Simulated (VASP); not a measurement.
BaS4:

```
Ba S
1.0
     5.34649    0.00000    0.00000
     0.00000    5.34649    0.00000
     0.00000    0.00000    5.54661
Ba S
1 4
Direct
  0.00000 0.00000 0.00000
  0.50000 0.00000 0.32158
  0.00000 0.50000 0.67842
  0.50000 0.00000 0.67842
  0.00000 0.50000 0.32158
```

This cell differs from its parent crystal: atoms taken out.

* Program: VASP 6.6.1
* Task: relaxation of cell and atoms
* Functional: PBE
* Potentials or basis: VASP PAW PBE potentials, release 64 (Ba_sv, S)
* Cutoff: 600 eV
* k mesh: 4 × 4 × 4
* Occupations: gaussian, width 0.1 eV
* Spin: no spin polarisation

At the start: pressure -0.0 GPa; volume 31.71 Å³/atom.

Problem. Where does the relaxation end?

Solution. Over 10 steps the energy falls by 3.7 meV/atom and the volume is 32.43 Å³/atom (+2.3 %); space group P4/mmm (No. 123, to 0.1 Å) before and after.

The path:
```
step  energy change (eV)  largest force (eV/Å)  pressure (GPa)  volume (Å³)
   1              0.0000                0.1179           -0.02       158.55
   2              0.0051                0.5107            0.77       158.47
   3             -0.0024                0.1014            0.26       158.52
   4             -0.0059                0.0961            0.14       159.53
   5             -0.0112                0.0816           -0.21       162.56
   6             -0.0114                0.0787           -0.27       163.18
   7             -0.0150                0.0707           -0.17       162.85
   8             -0.0185                0.0655            0.09       162.07
   9             -0.0145                0.2923           -0.36       162.59
  10             -0.0187                0.0021            0.01       162.16
```

Final structure:
```
Ba S
1.0
     5.50302    0.00000    0.00000
     0.00000    5.50302    0.00000
     0.00000    0.00000    5.35492
Ba S
1 4
Direct
  0.00000 0.00000 0.00000
  0.50000 0.00000 0.31530
  0.00000 0.50000 0.68470
  0.50000 0.00000 0.68470
  0.00000 0.50000 0.31530
```

Caveat: the cell differs from its parent crystal (atoms taken out).
